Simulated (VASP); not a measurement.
Write the native input for VASP 6.6.1 that does the following.

* Task: G0W0 quasiparticle levels
* Functional: PBE
* Potentials or basis: VASP PAW PBE potentials, release 64 (Li_GW, O_GW)
* Cutoff: 500 eV
* k mesh: 6 × 6 × 6
* Occupations: gaussian, width 0.01 eV
* Spin: no spin polarisation
* Dipole correction: no
* GW scheme: G0W0
* GW iterations: 1
* Cutoff of the response function: 80
* Frequency points: 48
* Empty bands: 38
* Further INCAR settings: ALGO = EVGW0; EDIFF = 1e-08; NBANDS = 42

The system is Li2O.

```xyz
3
Lattice="0.0000 2.2864 2.2864 2.2864 0.0000 2.2864 2.2864 2.2864 0.0000" Properties=species:S:1:pos:R:3 pbc="T T T"
Li    1.1432    1.1432    1.1432
Li    3.4296    3.4296    3.4296
O     0.0000    0.0000    0.0000
```

These files were run (other wordings do the same):

POSCAR

```
Li2O
1.0
    0.0000000000      2.2863690190      2.2863690190
    2.2863690190      0.0000000000      2.2863690190
    2.2863690190      2.2863690190      0.0000000000
Li O
2 1
Direct
    0.2500000000      0.2500000000      0.2500000000
    0.7500000000      0.7500000000      0.7500000000
    0.0000000000      0.0000000000      0.0000000000
```

INCAR.step1

```
SYSTEM = Li2O
ALGO = Normal ; EDIFF = 1E-8
ENCUT = 500 ; GGA = PE
ISMEAR = 0 ; LASPH = .True.
LCHARG = .False. ; LREAL = .False.
LWAVE = .True. ; NELM = 60
PREC = Accurate ; SIGMA = 0.01
```

INCAR.step2

```
SYSTEM = Li2O
ALGO = Exact ; EDIFF = 1E-8
ENCUT = 500 ; GGA = PE
ISMEAR = 0 ; ISTART = 1
LASPH = .True. ; LCHARG = .False.
LOPTICS = .True. ; LREAL = .False.
LWAVE = .True. ; NBANDS = 42
NELM = 1 ; PREC = Accurate
SIGMA = 0.01
```

INCAR.step3

```
SYSTEM = Li2O
ALGO = EVGW0 ; EDIFF = 1E-8
ENCUT = 500 ; ENCUTGW = 80.0
GGA = PE ; ISMEAR = 0
ISTART = 1 ; LASPH = .True.
LCHARG = .False. ; LREAL = .False.
LWAVE = .False. ; NBANDS = 42
NBANDSGW = 12 ; NELMGW = 1
NOMEGA = 48 ; PREC = Accurate
PRECFOCK = Fast ; SIGMA = 0.01
```

KPOINTS

```
k-points
0
Gamma
  6 6 6
  0 0 0
```

Potentials or basis: VASP PAW PBE potentials, release 64 (Li_GW, O_GW).

Run with:

```sh
$ cat potpaw_PBE.64/Li_GW/POTCAR potpaw_PBE.64/O_GW/POTCAR > POTCAR
$ cp INCAR.step1 INCAR
$ mpirun -np 1 vasp_std > vasp.out
$ cp INCAR.step2 INCAR
$ mpirun -np 1 vasp_std > vasp.out
$ cp INCAR.step3 INCAR
$ mpirun -np 1 vasp_std > vasp.out
```

It gave:

```yaml
Quasiparticle_gap: 7.14 eV
Least_direct_quasiparticle_gap: 7.66 eV
Band_gap_of_the_starting_levels_on_the_mesh: 5.04 eV
Least_direct_gap_of_the_starting_levels_on_the_mesh: 5.51 eV
```

Caveat: the k points lie up to 0.40 Å⁻¹ apart; bands, screening cutoff and mesh are small and nothing is extrapolated, so the quasiparticle values aren't converged.

It took 110 s on 1 thread of AMD EPYC 9R45 96-Core Processor (Zen 5), with other jobs on the host, peak memory 0.25 GiB.
